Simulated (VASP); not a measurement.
# NaCl (Fm-3m) in VASP: vibrations by perturbation theory with PBE

Aim: the vibrations by perturbation theory of NaCl with PBE.

Everything below comes from runs of VASP 6.6.1. Logs are shortened: lines on timing, memory, paths and dates and some standing lists are left out, and cuts for length are marked.

**1. The cell of the first run**

Symmetry: Fm-3m, No. 225, cubic system. The conventional cell has a = 5.696 Å, b = 5.696 Å, c = 5.696 Å, α = 90.00°, β = 90.00°, γ = 90.00°. Within 3.8 Å of Na (site symmetry m-3m) lie 6 Cl at 2.85 Å. Within 3.8 Å of Cl (site symmetry m-3m) lie 6 Na at 2.85 Å.

**2. Vibrations by perturbation theory, PBE**

INCAR

```
SYSTEM = NaCl
  PREC = Accurate
  ENCUT = 520
  EDIFF = 1E-8
  ISMEAR = 0
  SIGMA = 0.01
  LREAL = .False.
  LASPH = .True.
  NELM = 80
  ALGO = Normal
  ISIF = 2
  LWAVE = .False.
  LCHARG = .True.
  GGA = PE
  IBRION = 8
  NSW = 1
```

KPOINTS

```
Automatic mesh
0
Gamma
  8 8 8
  0 0 0
```

POSCAR

```
NaCl
1.0
    0.0000000000      2.8479442240      2.8479442240
    2.8479442240      0.0000000000      2.8479442240
    2.8479442240      2.8479442240      0.0000000000
Na Cl
1 1
Direct
    0.0000000000      0.0000000000      0.0000000000
    0.5000000000      0.5000000000      0.5000000000
```

Potentials or basis: VASP PAW PBE potentials, release 64 (Na_pv, Cl).

Started as:

```
> cat potpaw_PBE.64/Na_pv/POTCAR potpaw_PBE.64/Cl/POTCAR > POTCAR
> mpirun -np 1 vasp_std > vasp.out
```

OUTCAR:

```text
SYSTEM = NaCl
   PREC = Accurate
   ENCUT = 520
   EDIFF = 1E-8
   ISMEAR = 0
   LREAL = .False.
   LASPH = .True.
   NELM = 80
   ISIF = 2
   GGA = PE
   IBRION = 8
   NSW = 1

 ion  position               nearest neighbor table
   1  0.000  0.000  0.000-
   2  0.500  0.500  0.500-

  LATTYP: Found a face centered cubic cell.
 ALAT       =     5.6958884480

  Lattice vectors:

 A1 = (   0.0000000000,   2.8479442240,   2.8479442240)
 A2 = (   2.8479442240,   0.0000000000,   2.8479442240)
 A3 = (   2.8479442240,   2.8479442240,   0.0000000000)

Analysis of symmetry for initial positions (statically):
=====================================================================
 Subroutine PRICEL returns:
 Original cell was already a primitive cell.

 Routine SETGRP: Setting up the symmetry group for a
 face centered cubic supercell.

 Subroutine GETGRP returns: Found 48 space group operations
 (whereof 48 operations were pure point group operations)
 out of a pool of 48 trial point group operations.

The static configuration has the point symmetry O_h .

Analysis of symmetry for dynamics (positions and initial velocities):
=====================================================================
 Subroutine PRICEL returns:
 Original cell was already a primitive cell.

 Routine SETGRP: Setting up the symmetry group for a
 face centered cubic supercell.

 Subroutine GETGRP returns: Found 48 space group operations
 (whereof 48 operations were pure point group operations)
 out of a pool of 48 trial point group operations.

The dynamic configuration has the point symmetry O_h .

 Subroutine INISYM returns: Found 48 space group operations
 (whereof 48 operations are pure point group operations),
 and found     1 'primitive' translations

----------------------------------------------------------------------------------------

                                     Primitive cell

  volume of cell :      46.1981

  direct lattice vectors                    reciprocal lattice vectors
     0.000000000  2.847944224  2.847944224    -0.175565236  0.175565236  0.175565236
     2.847944224  0.000000000  2.847944224     0.175565236 -0.175565236  0.175565236
     2.847944224  2.847944224  0.000000000     0.175565236  0.175565236 -0.175565236

  length of vectors
     4.027601346  4.027601346  4.027601346     0.304087909  0.304087909  0.304087909

  position of ions in fractional coordinates (direct lattice)
     0.000000000  0.000000000  0.000000000
     0.500000000  0.500000000  0.500000000

  ion indices of the primitive-cell ions
   primitive index   ion index
                 1           1
                 2           2

----------------------------------------------------------------------------------------

 KPOINTS: Automatic mesh

Automatic generation of k-mesh.
 Grid dimensions read from file:
 generate k-points for:    8    8    8

 Generating k-lattice:

  Cartesian coordinates                     Fractional coordinates (reciprocal lattice)
    -0.021945655  0.021945655  0.021945655     0.125000000  0.000000000  0.000000000
     0.021945655 -0.021945655  0.021945655     0.000000000  0.125000000  0.000000000
     0.021945655  0.021945655 -0.021945655     0.000000000  0.000000000  0.125000000

  Length of vectors
     0.038010989  0.038010989  0.038010989

  Shift w.r.t. Gamma in fractional coordinates (k-lattice)
[... 81 lines left out ...]
   LEPSILON=     F    determine dielectric tensor
   LRPA    =     F    only Hartree local field effects (RPA)
 non-spin polarized calculation
 Gauss-broadening in eV      SIGMA  =   0.01
  energy-cutoff  :      520.00
  volume of cell :       46.20
 maximum number of plane-waves:      1265
 NGX is ok and might be reduce to    30
   NGX = 15   NGY = 15   NGZ = 15

--------------------------------------- Ionic step        1  -------------------------------------------

 number of electron      13.9999992 magnetization

 Free energy of the ion-electron system (eV)
  ---------------------------------------------------
  ext. energy  EPLUGINS =         0.00000000
  ---------------------------------------------------
  free energy    TOTEN  =        -6.77789126 eV

  energy without entropy =       -6.77789126  energy(sigma->0) =       -6.77789126

 E-fermi :  -0.8150     XC(G=0):  -8.0404

 val. band max:       -0.8990292362   @ k =   0.0000   0.0000   0.0000
 cond. band min:       4.0965867889   @ k =   0.0000   0.0000   0.0000
 fundamental gap:      4.9956160251
 Fermi energy:        -0.8149521128

 k-point     1 :       0.0000    0.0000    0.0000
  band No.  band energies     occupation
      1     -21.7760      2.00000
      2     -21.7760      2.00000
      3     -21.7760      2.00000
      4     -13.4930      2.00000
      5      -0.8990      2.00000
      6      -0.8990      2.00000
      7      -0.8990      2.00000
      8       4.0966      0.00000
      9      10.1894      0.00000
     10      10.1894      0.00000
     11      10.1894      0.00000
[... 309 lines left out ...]
 k-point    24 :      -0.3750    0.2500    0.1250
  band No.  band energies     occupation
      1     -21.7964      2.00000
      2     -21.7832      2.00000
      3     -21.7798      2.00000
      4     -13.1552      2.00000
      5      -2.4721      2.00000
      6      -1.6212      2.00000
      7      -1.2876      2.00000
      8       7.3547      0.00000
      9       8.5080      0.00000
     10       9.2470      0.00000
     11      10.7232      0.00000

 [... further k-points ...]

------------------------ aborting loop because EDIFF is reached ----------------------------------------

  FORCE on cell =-STRESS in cart. coord.  units (eV):
  Direction    XX          YY          ZZ          XY          YZ          ZX
  --------------------------------------------------------------------------------------
  -------------------------------------------------------------------------------------
  Total       -0.0089766     -0.0089766     -0.0089766      0.0000000      0.0000000     -0.0000000
  in kB       -0.3113137     -0.3113137     -0.3113137      0.0000000      0.0000000     -0.0000000
  external PRESSURE =      -0.3113137 kB  Pullay stress =       0.0000000 kB

 VOLUME and BASIS-vectors are now :
 -----------------------------------------------------------------------------
  energy-cutoff  :      520.00
  volume of cell :       46.20
      direct lattice vectors                 reciprocal lattice vectors
     0.000000000  2.847944224  2.847944224    -0.175565236  0.175565236  0.175565236
     2.847944224  0.000000000  2.847944224     0.175565236 -0.175565236  0.175565236
     2.847944224  2.847944224  0.000000000     0.175565236  0.175565236 -0.175565236

 POSITION                                       TOTAL-FORCE (eV/Angst)
 -----------------------------------------------------------------------------------
      0.00000      0.00000      0.00000         0.000000     -0.000000     -0.000000
      2.84794      2.84794      2.84794        -0.000000      0.000000      0.000000
 -----------------------------------------------------------------------------------
    total drift:                               -0.000000      0.000000      0.000000

  FREE ENERGIE OF THE ION-ELECTRON SYSTEM (eV)
  ---------------------------------------------------
  free  energy   TOTEN  =        -6.7778912616 eV

  energy  without entropy=       -6.7778912616  energy(sigma->0) =       -6.77789126

[... ionic steps 2 to 3 ...]

--------------------------------------- Ionic step        4  -------------------------------------------

------------------------ aborting loop because EDIFF is reached ----------------------------------------

[... ionic steps 5 to 6 ...]

--------------------------------------- Ionic step        7  -------------------------------------------

 Free energy of the ion-electron system (eV)
  ---------------------------------------------------
  ---------------------------------------------------
  free energy    TOTEN  =        -0.19527657 eV

  energy without entropy =       -0.19527657

------------------------ aborting loop because EDIFF is reached ----------------------------------------

 INTERNAL STRAIN TENSOR  FOR ION    2  DIRECTION 1   (eV/Angst):
 -----------------------------------------------------------------------------
     0.00275 -0.00000  0.00000
     0.00000  0.00346  0.00000
     0.00000  0.00000  0.00346

 INTERNAL STRAIN TENSOR FOR ION    2 for displacements in x,y,z  (eV/Angst):
          X           Y           Z          XY          YZ          ZX
  --------------------------------------------------------------------------------
  x     0.00000     0.00000     0.00000     0.00000     0.00000     0.00000
  y     0.00000     0.00000     0.00000     0.00000     0.00000     0.00000
  z     0.00000     0.00000     0.00000     0.00000     0.00000     0.00000

 SECOND DERIVATIVES (NOT SYMMETRIZED)
 ------------------------------------
               1X          1Y          1Z          2X          2Y          2Z
  1X    -1.140103    0.000000    0.000000    1.140103    0.000000    0.000000
  1Y     0.000000   -1.140103    0.000000    0.000000    1.140103    0.000000
  1Z     0.000000    0.000000   -1.140103    0.000000    0.000000    1.140103
  2X     1.179676    0.000000    0.000000   -1.179676    0.000000    0.000000
  2Y     0.000000    1.179676    0.000000    0.000000   -1.179676    0.000000
  2Z     0.000000    0.000000    1.179676    0.000000    0.000000   -1.179676

 Eigenvectors and eigenvalues of the dynamical matrix
 ----------------------------------------------------

   1 f  =    4.500420 THz    28.276974 2PiTHz  150.117861 cm-1    18.612234 meV
             X         Y         Z           dx          dy          dz
      0.000000  0.000000  0.000000     0.000000    0.773589    0.000000
      2.847944  2.847944  2.847944     0.000000   -0.633688    0.000000
[... 21 lines left out ...]
   6 f/i=    0.037638 THz     0.236488 2PiTHz    1.255474 cm-1     0.155659 meV
             X         Y         Z           dx          dy          dz
      0.000000  0.000000  0.000000     0.000000    0.000000   -0.633688
      2.847944  2.847944  2.847944     0.000000    0.000000   -0.773589

--------------------------------------------------------------------------------------------------------

 ELASTIC MODULI CONTR FROM IONIC RELAXATION (kBar)
 Direction    XX          YY          ZZ          XY          YZ          ZX
 --------------------------------------------------------------------------------
 XX           0.0000      0.0000      0.0000      0.0000      0.0000      0.0000
 YY           0.0000      0.0000      0.0000      0.0000      0.0000      0.0000
 ZZ           0.0000      0.0000      0.0000      0.0000      0.0000      0.0000
 XY           0.0000      0.0000      0.0000      0.0000      0.0000      0.0000
 YZ           0.0000      0.0000      0.0000      0.0000      0.0000      0.0000
 ZX           0.0000      0.0000      0.0000      0.0000      0.0000      0.0000
 --------------------------------------------------------------------------------
```

Run time: 67 s. Hardware: 1 thread of AMD EPYC 9R45 (Zen 5), shared host; peak memory 0.2 GiB.

What came out:

| Property | Result |
| --- | --- |
| Highest phonon frequency at Γ, LO-TO splitting left out | 150 cm⁻¹ |

Phonon frequencies in cm⁻¹ (negative: imaginary):
| q point | frequencies |
| --- | --- |
| (0.000, 0.000, 0.000) | -1 -1 -1 150 150 150 |
